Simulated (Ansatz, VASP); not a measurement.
Two plane-wave programs on Co

Contents of INCAR:

```
SYSTEM = Co
ALGO = Normal
EDIFF = 1E-8
ENCUT = 520
GGA = PS
ISIF = 2
ISMEAR = -1
ISPIN = 2
LASPH = .TRUE.
LCHARG = .FALSE.
LEFG = .TRUE.
LMAXMIX = 4
LORBIT = 11
LREAL = .FALSE.
LWAVE = .FALSE.
MAGMOM = 2 2
NBANDS = 20
NELM = 150
PREC = Accurate
SIGMA = 0.05
```

KPOINTS

```
k-points
0
G
  19 19 10
  0 0 0
```

File POSCAR:

```
Co
1.0
    2.4680156958      0.0000000000      0.0000000000
   -1.2340078479      2.1373642896      0.0000000000
    0.0000000000      0.0000000000      4.0081971921
Co
2
Direct
    0.3333333333      0.6666666667      0.2500000000
    0.6666666667      0.3333333333      0.7500000000
```

Input for Ansatz:

```yaml
crystal:
  lattice:
    - [2.4680156958, 0.0, 0.0]
    - [-1.2340078479, 2.1373642896, 0.0]
    - [0.0, 0.0, 4.0081971921]
  atoms:
    - { symbol: Co, position: [0.3333333333, 0.6666666667, 0.25], spin: 2.0 }
    - { symbol: Co, position: [0.6666666667, 0.3333333333, 0.75], spin: 2.0 }
magnetization:
  spin_polarized: true
kpoints:
  mp_grid: { grid: [19, 19, 10] }
scf:
  occupations: { method: fermi_dirac, width: 0.05 }
hamiltonian:
  xc: pbesol
  pseudopotentials: { kind: paw }
output:
  forces: true
  stress: true
  eigenvalues: true
  efg: { contact_densities: true }
  write_density: true
  write_potential: true
  elf: true
  volumetric_format: npy
```

Change from the starting cell: volume scaled by 0.9405, PAW files.

Alike in both runs: task electric field gradients; functional PBEsol; k mesh 19 × 19 × 10; occupations fermi-dirac, width 0.05 eV; collinear spin.

```csv
,VASP,Ansatz
version,VASP 6.6.1,Ansatz 0.2.0
potentials or method,"VASP PAW PBE potentials, release 64 (Co)","PAW with Ansatz's default frozen-core files, scalar-relativistic"
plane-wave cutoff (eV),520,420
valence electrons in the cell,18,34
```

Ansatz gave:

* pressure (GPa): -4.5
* traceless stress, the component that is largest in VASP (GPa): -1.14
* net moment per atom (μB): 1.59
* size of the moment on the site where the two differ most (μB): 1.65
* size of Vzz on the site where it differs most (V/Å²): 2.3

Q: Which values does VASP return?

A: Pressure (GPa): -5.3; traceless stress, the component that is largest in VASP (GPa): -1.16; net moment per atom (μB): 1.58; size of the moment on the site where the two differ most (μB): 1.59; size of Vzz on the site where it differs most (V/Å²): 2.8.

VASP's potentials were made for PBE, not for PBEsol. Site moments also hang on the region over which each program counts them. VASP's potentials hold 18 valence electrons a cell and Ansatz's 34, so a difference there can come from the potentials and not from the codes.
